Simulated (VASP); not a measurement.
# BN (F-43m) in VASP: notebook, part 2 of 2

VASP 6.6.1. The steps go on from the part before.

## Step 4: Single point, PBE (volume 5.525 Å^3 an atom, c/a of the conventional cell 1.0000)

Contents of INCAR:

```
SYSTEM = BN
PREC     = Accurate       ! precision mode
ENCUT    = 520            ! plane-wave cutoff, eV
EDIFF    = 1E-7           ! SCF threshold, eV
ISMEAR   = 0              ! smearing method
SIGMA    = 0.05           ! smearing width, eV
LREAL    = .FALSE.        ! projectors in reciprocal space
LASPH    = .TRUE.         ! aspherical terms in the spheres
NELM     = 60             ! most SCF steps
ALGO     = Normal         ! electronic algorithm
ISIF     = 2              ! what is computed and relaxed
LWAVE    = .FALSE.        ! write WAVECAR
LCHARG   = .FALSE.        ! write CHGCAR
GGA      = PE             ! functional
NBANDS   = 11             ! bands
```

Contents of KPOINTS:

```
regular mesh
0
G
  12 12 12
  0 0 0
```

Contents of POSCAR:

```
BN
1.0
    0.0000000000      1.7678446319      1.7678446319
    1.7678446319      0.0000000000      1.7678446319
    1.7678446319      1.7678446319      0.0000000000
B N
1 1
Direct
    0.0000000000      0.0000000000      0.0000000000
    0.7500000000      0.7500000000      0.7500000000
```

The run is started by

```bash
cat potpaw_PBE.64/B/POTCAR potpaw_PBE.64/N/POTCAR > POTCAR
mpirun -np 1 vasp_std > vasp.out
```

Run time: 6.3 s. Hardware: 1 thread of AMD EPYC 9R14 (Zen 4), shared host; peak memory 0.09 GiB.

Results (log left out):

```
Free energy            : -17.3676 eV
Pressure               : 32.2 GPa
Band gap on the k mesh : 4.53 eV, indirect (least direct gap 9.14 eV)
```

Levels at points of the mesh, in eV from the valence-band top:
```tsv
k point	band 1	band 2	band 3	band 4	band 5	band 6	band 7	band 8
(0.00, 0.00, 0.00)	-21.01	0.00	0.00	0.00	9.14	9.14	9.14	11.45
(0.50, 0.00, 0.00)	-16.47	-11.32	-2.07	-2.07	11.03	11.07	11.07	15.94
(0.50, 0.50, 0.00)	-15.01	-9.36	-5.24	-5.24	4.53	9.60	18.96	18.96
```

 A k mesh can miss the band edges.

## Step 5: Single point, PBE (volume 5.810 Å^3 an atom, c/a of the conventional cell 1.0000)

INCAR is that of step 4.

KPOINTS is that of step 4.

Contents of POSCAR:

```
BN
1.0
    0.0000000000      1.7977337735      1.7977337735
    1.7977337735      0.0000000000      1.7977337735
    1.7977337735      1.7977337735      0.0000000000
B N
1 1
Direct
    0.0000000000      0.0000000000      0.0000000000
    0.7500000000      0.7500000000      0.7500000000
```

Potentials or basis: VASP PAW PBE potentials, release 64 (B, N).

The run is started by

```bash
cat potpaw_PBE.64/B/POTCAR potpaw_PBE.64/N/POTCAR > POTCAR
mpirun -np 1 vasp_std > vasp.out
```

OUTCAR:

```text
SYSTEM = BN
   PREC = Accurate
   ENCUT = 520
   EDIFF = 1E-7
   ISMEAR = 0
   LREAL = .FALSE.
   LASPH = .TRUE.
   NELM = 60
   ISIF = 2
   GGA = PE

 ion  position               nearest neighbor table
   1  0.000  0.000  0.000-   2 1.56   2 1.56   2 1.56   2 1.56
   2  0.750  0.750  0.750-   1 1.56   1 1.56   1 1.56   1 1.56

  LATTYP: Found a face centered cubic cell.
 ALAT       =     3.5954675470

  Lattice vectors:

 A1 = (   0.0000000000,   1.7977337735,   1.7977337735)
 A2 = (   1.7977337735,   0.0000000000,   1.7977337735)
 A3 = (   1.7977337735,   1.7977337735,   0.0000000000)

Analysis of symmetry for initial positions (statically):
=====================================================================
 Subroutine PRICEL returns:
 Original cell was already a primitive cell.

 Routine SETGRP: Setting up the symmetry group for a
 face centered cubic supercell.

 Subroutine GETGRP returns: Found 24 space group operations
 (whereof 24 operations were pure point group operations)
 out of a pool of 48 trial point group operations.

The static configuration has the point symmetry T_d .

Analysis of symmetry for dynamics (positions and initial velocities):
=====================================================================
 Subroutine PRICEL returns:
 Original cell was already a primitive cell.

 Routine SETGRP: Setting up the symmetry group for a
 face centered cubic supercell.

 Subroutine GETGRP returns: Found 24 space group operations
 (whereof 24 operations were pure point group operations)
 out of a pool of 48 trial point group operations.

The dynamic configuration has the point symmetry T_d .

 Subroutine INISYM returns: Found 24 space group operations
 (whereof 24 operations are pure point group operations),
 and found     1 'primitive' translations

----------------------------------------------------------------------------------------

                                     Primitive cell

  volume of cell :      11.6200

  direct lattice vectors                    reciprocal lattice vectors
[... 112 lines left out ...]
   GGA     = PE    functional components
   LHFCALC =     F    Hartree Fock is set to
   AEXX    =    0.0000 exact exchange contribution
   IVDW    =     0    specifies the selected vdW correction
   LEPSILON=     F    determine dielectric tensor
   LRPA    =     F    only Hartree local field effects (RPA)
 non-spin polarized calculation
 Gauss-broadening in eV      SIGMA  =   0.05
  energy-cutoff  :      520.00
  volume of cell :       11.62
 maximum number of plane-waves:       331
   NGX =  9   NGY =  9   NGZ =  9

 number of electron       7.9999998 magnetization

 Free energy of the ion-electron system (eV)
  ---------------------------------------------------
  ext. energy  EPLUGINS =         0.00000000
  ---------------------------------------------------
  free energy    TOTEN  =       -17.44176425 eV

  energy without entropy =      -17.44176425  energy(sigma->0) =      -17.44176425

 E-fermi :   7.8949     XC(G=0): -12.9025

 val. band max:        7.6043892318   @ k =   0.0000   0.0000   0.0000
 cond. band min:      12.0808940748   @ k =   0.5000   0.5000   0.0000
 fundamental gap:      4.4765048431
 Fermi energy:         7.8948783561

 k-point     1 :       0.0000    0.0000    0.0000
  band No.  band energies     occupation
      1     -12.8123      2.00000
      2       7.6044      2.00000
      3       7.6044      2.00000
      4       7.6044      2.00000
      5      16.5017      0.00000
      6      16.5017      0.00000
      7      16.5017      0.00000
      8      18.2195      0.00000
      9      32.6638      0.00000
     10      35.5718      0.00000
     11      35.5718      0.00000
[... 309 lines left out ...]
 k-point    24 :      -0.4167    0.1667    0.0000
  band No.  band energies     occupation
      1      -8.1484      2.00000
      2      -2.5329      2.00000
      3       3.4268      2.00000
      4       4.9950      2.00000
      5      17.0003      0.00000
      6      19.9702      0.00000
      7      20.0152      0.00000
      8      23.5081      0.00000
      9      28.8614      0.00000
     10      33.1581      0.00000
     11      34.6139      0.00000

 [... further k-points ...]
[... 5 lines left out ...]
  --------------------------------------------------------------------------------------
  -------------------------------------------------------------------------------------
  Total        0.7070329      0.7070329      0.7070329     -0.0000000     -0.0000000      0.0000000
  in kB       97.4864035     97.4864035     97.4864035     -0.0000000     -0.0000000      0.0000000
  external PRESSURE =      97.4864035 kB  Pullay stress =       0.0000000 kB

 VOLUME and BASIS-vectors are now :
 -----------------------------------------------------------------------------
  energy-cutoff  :      520.00
  volume of cell :       11.62
      direct lattice vectors                 reciprocal lattice vectors
     0.000000000  1.797733774  1.797733774    -0.278127945  0.278127945  0.278127945
     1.797733774  0.000000000  1.797733774     0.278127945 -0.278127945  0.278127945
     1.797733774  1.797733774  0.000000000     0.278127945  0.278127945 -0.278127945

 POSITION                                       TOTAL-FORCE (eV/Angst)
 -----------------------------------------------------------------------------------
      0.00000      0.00000      0.00000        -0.000000     -0.000000      0.000000
      2.69660      2.69660      2.69660         0.000000      0.000000     -0.000000
 -----------------------------------------------------------------------------------
    total drift:                               -0.000000     -0.000000     -0.000000

  FREE ENERGIE OF THE ION-ELECTRON SYSTEM (eV)
  ---------------------------------------------------
  free  energy   TOTEN  =       -17.4417642531 eV

  energy  without entropy=      -17.4417642531  energy(sigma->0) =      -17.44176425
```

It took 6.3 s on 1 thread of AMD EPYC 9R14 (Zen 4), shared host; peak memory 0.09 GiB.

What came out:

```yaml
Free_energy: -17.4418 eV
Pressure: 9.7 GPa
Band_gap_on_the_k_mesh: 4.48 eV, indirect (least direct gap 8.90 eV)
```

Levels at points of the mesh, in eV from the valence-band top:
| k point | band 1 | band 2 | band 3 | band 4 | band 5 | band 6 | band 7 | band 8 | band 9 |
| --- | --- | --- | --- | --- | --- | --- | --- | --- | --- |
| (0.00, 0.00, 0.00) | -20.42 | 0.00 | 0.00 | 0.00 | 8.90 | 8.90 | 8.90 | 10.62 | 25.06 |
| (0.50, 0.00, 0.00) | -16.12 | -10.84 | -1.97 | -1.97 | 10.36 | 10.80 | 10.80 | 15.43 | 23.69 |
| (0.50, 0.50, 0.00) | -14.73 | -9.02 | -4.98 | -4.98 | 4.48 | 9.32 | 18.17 | 18.17 | 21.06 |

 A k mesh can miss the band edges.

## Step 6: Summary

| cell | gap on the mesh (eV) | pressure (GPa) |
| --- | --- | --- |
| a = 2.456 Å, angles 60.0°, 2 atoms | 4.58 | 60.6 |
| a = 2.478 Å, angles 60.0°, 2 atoms | 4.55 | 45.6 |
| a = 2.500 Å, angles 60.0°, 2 atoms | 4.53 | 32.2 |
| a = 2.542 Å, angles 60.0°, 2 atoms | 4.48 | 9.7 |

Alike in all rows: task single point; level PBE; potentials or basis VASP PAW PBE potentials, release 64 (B, N); no spin polarisation; k mesh 12 × 12 × 12; cutoff (eV) 520; smearing gaussian 0.05 eV.

Total energies depend on the potentials used, so only differences within one code and one set of settings carry meaning.
